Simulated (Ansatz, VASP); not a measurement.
# One calculation of MnSnO4, two programs

```
Mn Sn O
1.0
     3.44247    0.00000    0.00000
     0.00000    3.44247    0.00000
     0.00000    0.00000    6.28922
Mn Sn O
1 1 4
Cartesian
  0.0000 0.0000 0.0000
  1.7212 1.7212 3.1446
  0.0000 0.0000 4.3495
  1.7212 0.0000 0.0000
  0.0000 1.7212 0.0000
  0.0000 0.0000 1.9397
```

Alike in both runs: functional PBE; k mesh 6 × 6 × 4; occupations gaussian, width 0.1 eV; collinear spin.

Ansatz relaxed the structure, and its values are those at the end. VASP's run is a single point on that final structure, the one shown.

|  | VASP | Ansatz |
| --- | --- | --- |
| version | VASP 6.6.1 | Ansatz 0.2.0 |
| potentials or method | VASP PAW PBE potentials, release 64 (Mn_pv, Sn_d, O), cutoff 520 eV | scalar-relativistic, plane waves, PAW |
| valence electrons in the cell | 51 | 53 |

|  | VASP | Ansatz | Ansatz less VASP |
| --- | --- | --- | --- |
| gap on the k mesh at the Fermi level (eV) | none | none | - |
| pressure (GPa) | 0.4 | 0.0 | -0.39 |
| rms of the force components (eV/Å) | 0.028 | 0.001 | -0.0272 |
| net moment per atom (μB) | 0.15 | 0.15 | +0.004 |
| size of the moment on the site where the two differ most (μB) | 0.71 | 0.63 | -0.084 |

Site moments also hang on the region over which each program counts them. A gap of «none» marks a metal or a gap that the smearing closes. The functional is the same, so the differences come from potentials, cutoffs and numerics. VASP's potentials hold 51 valence electrons a cell and Ansatz's 53, so a difference there can come from the potentials and not from the codes.
